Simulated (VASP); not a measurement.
A run of VASP 6.6.1 is set up as follows.

INCAR

```
SYSTEM = MgO
ALGO     = Normal         ! electronic algorithm
EDIFF    = 1E-6           ! SCF threshold, eV
ENCUT    = 840            ! plane-wave cutoff, eV
GGA      = CA             ! functional
GGA_COMPAT= .FALSE.      
ISIF     = 2              ! what is computed and relaxed
ISMEAR   = 0              ! smearing method
LASPH    = .TRUE.         ! aspherical terms in the spheres
LCHARG   = .FALSE.        ! write CHGCAR
LREAL    = .FALSE.        ! projectors in reciprocal space
LWAVE    = .FALSE.        ! write WAVECAR
NBANDS   = 15             ! bands
NELM     = 120            ! most SCF steps
PREC     = Accurate       ! precision mode
SIGMA    = 0.01           ! smearing width, eV
```

Contents of KPOINTS:

```
k-points
0
G
  8 8 8
  0 0 0
```

POSCAR

```
MgO
1.0
    0.0000000000      2.1241500000      2.1241500000
    2.1241500000      0.0000000000      2.1241500000
    2.1241500000      2.1241500000      0.0000000000
Mg O
1 1
Direct
    0.0000000000      0.0000000000      0.0000000000
    0.5000000000      0.5000000000      0.5000000000
```

Potentials or basis: VASP PAW LDA potentials, release 64 (Mg_sv, O).

The run is started by

```sh
$ cat potpaw_LDA.64/Mg_sv/POTCAR potpaw_LDA.64/O/POTCAR > POTCAR
$ mpirun -np 1 vasp_std > vasp.out
```

Question: Predict the pressure.

Answer: -9.2 GPa.

Question: Predict the band gap on the k mesh.

Answer: 4.42 eV.

Caveat: the cell stands under tension.
